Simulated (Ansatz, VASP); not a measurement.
Sb: VASP beside Ansatz

INCAR

```
PREC = Accurate ; ENCUT = 520
EDIFF = 1E-6 ; ISMEAR = 0
SIGMA = 0.01 ; LREAL = F
LASPH = T ; NELM = 80
ALGO = Normal ; ISIF = 2
LWAVE = F ; LCHARG = F
GGA = PS ; IVDW = 13
NBANDS = 8
```

Contents of KPOINTS:

```
Automatic mesh
0
Gamma
  12 12 12
```

File POSCAR:

```
Sb
1.0
   -1.5659590577      1.5659590577      2.6937369538
    1.5659590577     -1.5659590577      2.6937369538
    1.5659590577      1.5659590577     -2.6937369538
Sb
1
Direct
    0.0000000000      0.0000000000      0.0000000000
```

File input.yaml:

```yaml
crystal:
  lattice:
    - [-1.5659590577, 1.5659590577, 2.6937369538]
    - [1.5659590577, -1.5659590577, 2.6937369538]
    - [1.5659590577, 1.5659590577, -2.6937369538]
  atoms:
    - { symbol: Sb, position: [0.0, 0.0, 0.0] }
kpoints:
  mp_grid: { grid: [12, 12, 12] }
scf:
  occupations: { method: gaussian, width: 0.01 }
hamiltonian:
  xc: pbesol
  dispersion: d4
  pseudopotentials: { kind: all_electron, lapw: { basis_error: 0.001 } }
output:
  forces: true
  stress: true
  eigenvalues: true
```

Change from the starting cell: volume scaled by 0.98.

Alike in both runs: task single point; functional PBEsol; dispersion D4; k mesh 12 × 12 × 12; occupations gaussian, width 0.01 eV; no spin polarisation.

|  | VASP | Ansatz |
| --- | --- | --- |
| version | VASP 6.6.1 | Ansatz 0.2.0 |
| potentials or method | VASP PAW PBE potentials, release 64 (Sb), cutoff 520 eV | all-electron LAPW, scalar-relativistic |

VASP gave:

- gap on the k mesh at the Fermi level (eV): none
- pressure (GPa): -1.9
- traceless stress, the component that is largest in VASP (GPa): -0.53

Question: Estimate Ansatz's values.

Answer: gap on the k mesh at the Fermi level (eV): none; pressure (GPa): -1.9; traceless stress, the component that is largest in VASP (GPa): -0.50.

VASP's potentials were made for PBE, not for PBEsol. A gap of «none» marks a metal or a gap that the smearing closes. Ansatz ran all-electron here, and VASP with PAW potentials.

Spin-orbit coupling is off throughout.
